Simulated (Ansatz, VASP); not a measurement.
TiN in VASP and in Ansatz

```xyz
2
Lattice="0.0000 2.1729 2.1729 2.1729 0.0000 2.1729 2.1729 2.1729 0.0000" Properties=species:S:1:pos:R:3 pbc="T T T"
Ti    0.0000    0.0000    0.0000
N     2.1729    2.1729    2.1729
```

Alike in both runs: functional PBE; k mesh 16 × 16 × 16; occupations fermi-dirac, width 1 eV; no spin polarisation.

Ansatz relaxed the structure, and its values are those at the end. VASP's run is a single point on that final structure, the one shown.

|  | VASP | Ansatz |
| --- | --- | --- |
| version | VASP 6.6.1 | Ansatz 0.2.0 |
| potentials or method | VASP PAW PBE potentials, release 64 (Ti_sv, N), cutoff 600 eV | plane-wave PAW DFT |
| valence electrons in the cell | 17 | 17 |

```csv
,VASP,Ansatz,Ansatz less VASP
pressure (GPa),0.3,0.0,-0.28
```
